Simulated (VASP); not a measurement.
RuAu:

```xyz
2
Lattice="3.1044 0.0000 0.0000 0.0000 3.1044 0.0000 0.0000 0.0000 3.1044" Properties=species:S:1:pos:R:3 pbc="T T T"
Ru    0.0000    0.0000    0.0000
Au    1.5522    1.5522    1.5522
```

```yaml
Program: VASP 6.6.1
Task: relaxation of cell and atoms
Functional: PBE
Potentials_or_basis: VASP PAW PBE potentials, release 64 (Ru_pv, Au)
Cutoff: 600 eV
k_mesh: 6 × 6 × 6
Occupations: gaussian, width 0.1 eV
Spin: no spin polarisation
```

At the start: pressure 14.4 GPa; volume 14.96 Å³/atom.

Q: How do energy, volume and symmetry change on relaxing?

A: Over 4 steps the energy falls by 38.6 meV/atom and the volume is 15.88 Å³/atom (+6.1 %); space group Pm-3m (No. 221, to 0.05 Å).

Step by step:
| step | energy change (eV) | largest force (eV/Å) | pressure (GPa) | volume (Å³) |
| --- | --- | --- | --- | --- |
| 1 | 0.0000 | 0.0000 | 14.40 | 29.92 |
| 2 | 0.2182 | 0.0000 | -18.78 | 36.12 |
| 3 | -0.0770 | 0.0000 | -0.56 | 31.83 |
| 4 | -0.0771 | 0.0000 | -0.07 | 31.76 |

Final structure:
```cif
data_structure
_symmetry_space_group_name_H-M 'P 1'
_symmetry_Int_Tables_number 1
_cell_length_a 3.1667
_cell_length_b 3.1667
_cell_length_c 3.1667
_cell_angle_alpha 90.000
_cell_angle_beta 90.000
_cell_angle_gamma 90.000
_cell_volume 31.76
loop_
_atom_site_label
_atom_site_type_symbol
_atom_site_fract_x
_atom_site_fract_y
_atom_site_fract_z
_atom_site_occupancy
Ru1 Ru 0.00000 0.00000 0.00000 1
Au1 Au 0.50000 0.50000 0.50000 1
```
